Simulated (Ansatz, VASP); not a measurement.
**MgS: VASP beside Ansatz**

```
CELL_PARAMETERS angstrom
0.00000 2.77810 2.94644
2.77810 0.00000 2.94644
2.77810 2.77810 0.00000
ATOMIC_POSITIONS crystal
S 0.25000 0.25000 0.25000
Mg 0.00000 0.00000 0.00000
```

Change from the starting cell: strain_z_fixed_volume = 0.04.

Alike in both runs: functional PBEsol; k mesh 8 × 8 × 8; occupations fermi-dirac, width 0.05 eV; no spin polarisation.

```csv
,VASP,Ansatz
version,VASP 6.6.1,Ansatz 0.2.0
potentials or method,"VASP PAW PBE potentials, release 64 (S, Mg), cutoff 520 eV","all-electron LAPW, scalar-relativistic"
task,single point,band structure
```

```tsv
	VASP	Ansatz	Ansatz less VASP
gap on the k mesh at the Fermi level (eV)	3.21	3.21	-0.002
least direct gap on the mesh (eV)	3.21	3.21	-0.002
pressure (GPa)	-0.6	-0.6	+0.07
traceless stress, the component that is largest in VASP (GPa)	-0.96	-0.96	+0.003
```

VASP's potentials were made for PBE, not for PBEsol. Ansatz ran all-electron here, and VASP with PAW potentials.
